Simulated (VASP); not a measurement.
# Ba (I4/mmm) in VASP: further runs

Ba is run at these levels: PBE; tasks: single point.

All numbers are computed with VASP 6.6.1; they aren't measurements. Logs are shortened: lines on timing, memory, paths and dates and some standing lists are left out, and cuts for length are marked.

## (1) The cell of the first run

It takes space group I4/mmm (No. 139, tetragonal). Conventional cell: a = 5.772 Å, b = 5.772 Å, c = 3.752 Å, α = 90.00°, β = 90.00°, γ = 90.00°. Within 4.9 Å of Ba (site symmetry 4/mmm) lie 10 Ba at 3.75 to 4.49 Å.

## (2) Single point, PBE

File INCAR:

```
SYSTEM = Ba
PREC = Accurate
ENCUT = 520
EDIFF = 1E-7
ISMEAR = 0
SIGMA = 0.15
LREAL = .False.
LASPH = .True.
NELM = 80
ALGO = Fast
ISIF = 2
LWAVE = .False.
LCHARG = .False.
GGA = PE
NBANDS = 11
```

File KPOINTS:

```
Automatic mesh
0
Gamma
  16 16 16
  0 0 0
```

File POSCAR:

```
Ba
1.0
   -2.8860391832      2.8860391832      1.8759254691
    2.8860391832     -2.8860391832      1.8759254691
    2.8860391832      2.8860391832     -1.8759254691
Ba
1
Direct
    0.0000000000      0.0000000000      0.0000000000
```

Potentials or basis: VASP PAW PBE potentials, release 64 (Ba_sv).

Launch:

```
cat potpaw_PBE.64/Ba_sv/POTCAR > POTCAR
mpirun -np 1 vasp_std > vasp.out
```

OUTCAR:

```text
SYSTEM = Ba
   PREC = Accurate
   ENCUT = 520
   EDIFF = 1E-7
   ISMEAR = 0
   LREAL = .False.
   LASPH = .True.
   NELM = 80
   ISIF = 2
   GGA = PE

 ion  position               nearest neighbor table
   1  0.000  0.000  0.000-

  LATTYP: Found a body centered tetragonal cell.
 ALAT       =     5.7720783664
 C/A-ratio  =     0.6500000000

  Lattice vectors:

 A1 = (  -2.8860391832,   2.8860391832,   1.8759254691)
 A2 = (   2.8860391832,  -2.8860391832,   1.8759254691)
 A3 = (   2.8860391832,   2.8860391832,  -1.8759254691)

Analysis of symmetry for initial positions (statically):
=====================================================================
 Subroutine PRICEL returns:
 Original cell was already a primitive cell.

 Routine SETGRP: Setting up the symmetry group for a
 body centered tetragonal supercell.

 Subroutine GETGRP returns: Found 16 space group operations
 (whereof 16 operations were pure point group operations)
 out of a pool of 16 trial point group operations.

The static configuration has the point symmetry D_4h.

Analysis of symmetry for dynamics (positions and initial velocities):
=====================================================================
 Subroutine PRICEL returns:
 Original cell was already a primitive cell.

 Routine SETGRP: Setting up the symmetry group for a
 body centered tetragonal supercell.

 Subroutine GETGRP returns: Found 16 space group operations
 (whereof 16 operations were pure point group operations)
 out of a pool of 16 trial point group operations.

The dynamic configuration has the point symmetry D_4h.

 Subroutine INISYM returns: Found 16 space group operations
 (whereof 16 operations are pure point group operations),
 and found     1 'primitive' translations

----------------------------------------------------------------------------------------

                                     Primitive cell

  volume of cell :      62.5000

  direct lattice vectors                    reciprocal lattice vectors
    -2.886039183  2.886039183  1.875925469     0.000000000  0.173247821  0.266535109
     2.886039183 -2.886039183  1.875925469     0.173247821  0.000000000  0.266535109
     2.886039183  2.886039183 -1.875925469     0.173247821  0.173247821  0.000000000

  length of vectors
     4.491941752  4.491941752  4.491941752     0.317892705  0.317892705  0.245009418

  position of ions in fractional coordinates (direct lattice)
     0.000000000  0.000000000  0.000000000

  ion indices of the primitive-cell ions
[... 82 lines left out ...]
   POTIM  = 0.5000    time-step for ionic-motion
   TEBEG  =    0.0;   TEEND  =   0.0 temperature during run
   PSTRESS=    0.0 pullay stress
   NELECT =      10.0000    total number of electrons
   NUPDOWN=      -1.0000    fix difference up-down
   EMIN   =  10.00;   EMAX   =-10.00  energy-range for DOS
   EFERMI =   0.00;   METHOD = LEGACY
   ISMEAR =     0;   SIGMA  =   0.15  broadening in eV -4-tet -1-fermi 0-gaus
   EFERMI_NEDOS =   21; number of points for ismear=-14 and -15
   IALGO  =     68    algorithm
   IMIX   =      4    mixing-type and parameters
     AMIX     =   0.40;   BMIX     =  1.00
     AMIX_MAG =   1.60;   BMIX_MAG =  1.00
  volume/ion in A,a.u.               =      62.50       421.77
  Fermi-wavevector in a.u.,A,eV,Ry     =   0.888754  1.679501 10.747016  0.789883
  Thomas-Fermi vector in A             =   2.010225
   LORBIT       =      0    0 simple, 1 ext, 2 COOP (PROOUT), +10 PAW based schemes
   GGA     = PE    functional components
   LHFCALC =     F    Hartree Fock is set to
   AEXX    =    0.0000 exact exchange contribution
   IVDW    =     0    specifies the selected vdW correction
   LEPSILON=     F    determine dielectric tensor
   LRPA    =     F    only Hartree local field effects (RPA)
 non-spin polarized calculation
 RMM-DIIS sequential band-by-band and
 Gauss-broadening in eV      SIGMA  =   0.15
  energy-cutoff  :      520.00
  volume of cell :       62.50
 maximum number of plane-waves:      1702
 NGX is ok and might be reduce to    36
   NGX = 17   NGY = 17   NGZ = 17

 number of electron      10.0000000 magnetization

 Free energy of the ion-electron system (eV)
  ---------------------------------------------------
  ext. energy  EPLUGINS =         0.00000000
  ---------------------------------------------------
  free energy    TOTEN  =        -1.64163574 eV

  energy without entropy =       -1.62012027  energy(sigma->0) =       -1.63087801

 E-fermi :   1.6312     XC(G=0):  -7.4087

 val. band max:        1.6281321428   @ k =  -0.3750  -0.4375   0.1250
 cond. band min:       1.6355347656   @ k =   0.3125   0.3125   0.1875
 fundamental gap:      0.0074026228
 Fermi energy:         1.6312342157

 k-point     1 :       0.0000    0.0000    0.0000
  band No.  band energies     occupation
      1     -27.3533      2.00000
      2     -12.3317      2.00000
      3     -12.3317      2.00000
      4     -11.9994      2.00000
      5      -1.0184      2.00000
      6       2.0947      0.00001
      7       2.5733      0.00000
      8       5.3455      0.00000
      9       5.3455      0.00000
     10       5.8315      0.00000
     11       7.9881      0.00000
[... 309 lines left out ...]
 k-point    24 :      -0.0625    0.0625    0.0000
  band No.  band energies     occupation
      1     -27.3524      2.00000
      2     -12.3470      2.00000
      3     -12.3304      2.00000
      4     -12.0010      2.00000
      5      -0.9641      2.00000
      6       2.1176      0.00000
      7       2.5516      0.00000
      8       5.3293      0.00000
      9       5.3903      0.00000
     10       5.7155      0.00000
     11       7.9850      0.00000

 [... further k-points ...]

------------------------ aborting loop because EDIFF is reached ----------------------------------------

  FORCE on cell =-STRESS in cart. coord.  units (eV):
  Direction    XX          YY          ZZ          XY          YZ          ZX
  --------------------------------------------------------------------------------------
  -------------------------------------------------------------------------------------
  Total       -0.5747767     -0.5747767      2.0186558      0.0000000      0.0000000      0.0000000
  in kB      -14.7343084    -14.7343084     51.7479120      0.0000000      0.0000000      0.0000000
  external PRESSURE =       7.4264317 kB  Pullay stress =       0.0000000 kB

 VOLUME and BASIS-vectors are now :
 -----------------------------------------------------------------------------
  energy-cutoff  :      520.00
  volume of cell :       62.50
      direct lattice vectors                 reciprocal lattice vectors
    -2.886039183  2.886039183  1.875925469     0.000000000  0.173247821  0.266535109
     2.886039183 -2.886039183  1.875925469     0.173247821  0.000000000  0.266535109
     2.886039183  2.886039183 -1.875925469     0.173247821  0.173247821  0.000000000

 POSITION                                       TOTAL-FORCE (eV/Angst)
 -----------------------------------------------------------------------------------
      0.00000      0.00000      0.00000         0.000000     -0.000000     -0.000000
 -----------------------------------------------------------------------------------
    total drift:                               -0.000000     -0.000000      0.000000

  FREE ENERGIE OF THE ION-ELECTRON SYSTEM (eV)
  ---------------------------------------------------
  free  energy   TOTEN  =        -1.6416357360 eV

  energy  without entropy=       -1.6201202744  energy(sigma->0) =       -1.63087801
```

Wall time 8.8 min (1 thread of Oxide Virtual Turin-like, shared host); peak memory 0.35 GiB.

What came out:

| Property | Result |
| --- | --- |
| Free energy | -1.6416 eV |
| Pressure | 0.7 GPa |
| Band gap on the k mesh | zero (band 5 reaches 2.23 eV, above the bottom of band 6 at 1.19 eV) |

Caveat: spin-orbit coupling is left out, which moves the levels of the heavy elements.

(Part 1 of 2 ends here.)
